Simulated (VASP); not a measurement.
Wanted: the native input for a VASP 6.6.1 run.

```
Task                   : single point
Functional             : PBEsol
Potentials or basis    : VASP PAW PBE potentials, release 64 (Al, Ga_d, P)
Cutoff                 : 520 eV
k mesh                 : 4 × 3 × 1
Occupations            : fermi-dirac, width 0.05 eV
Spin                   : no spin polarisation
Dipole correction      : no
Further INCAR settings : ALGO = Normal; EDIFF = 1e-06; NBANDS = 56
```

The structure of AlGa2P3 (an interface model) lies in POSCAR:

```
AlGa2P3
1.0
    2.7192440000     -2.7192440000      0.0000000000
    0.0000000000      0.0000000000      5.4384880000
   -8.1853050000     -8.1853050000      0.0000000000
Al Ga P
2 4 6
Direct
    0.9894410000      0.9973680000      0.6653230000
    0.5069280000      0.4965370000      0.8292280000
    0.9880710000      0.9942000000      0.0009220000
    0.9998180000      0.9988250000      0.3358230000
    0.4978470000      0.4955900000      0.4988550000
    0.5013480000      0.4990970000      0.1670980000
    0.9999430000      0.2467800000      0.5008160000
    0.9973350000      0.2446360000      0.8333190000
    0.0013290000      0.2507920000      0.1656250000
    0.4996180000      0.7490600000      0.3321280000
    0.4967290000      0.7516280000      0.6665190000
    0.5051050000      0.7489230000      0.0007930000
```

The input as run:

INCAR

```
ALGO = Normal
EDIFF = 1E-6
ENCUT = 520
GGA = PS
ISIF = 2
ISMEAR = -1
LASPH = T
LCHARG = F
LREAL = F
LWAVE = F
NBANDS = 56
NELM = 100
PREC = Accurate
SIGMA = 0.05
```

KPOINTS

```
k-points
0
Gamma
  4 3 1
```

Potentials or basis: VASP PAW PBE potentials, release 64 (Al, Ga_d, P).

Launch:

```bash
$ cat potpaw_PBE.64/Al/POTCAR potpaw_PBE.64/Ga_d/POTCAR potpaw_PBE.64/P/POTCAR > POTCAR
$ mpirun -np 1 vasp_std > vasp.out
```

Results of the run:

```json
{"Pressure": "0.6 GPa", "Largest force": "0.757 eV/Å", "Band gap on the k mesh": "1.35 eV"}
```

Caveat: the k points lie up to 0.54 Å⁻¹ apart; the PAW data sets were made with another functional, which shifts forces and pressure a little.

Wall time 94 s on 1 thread of AMD EPYC 7R13 Processor (Zen 3), on a shared host, peak memory 0.31 GiB.
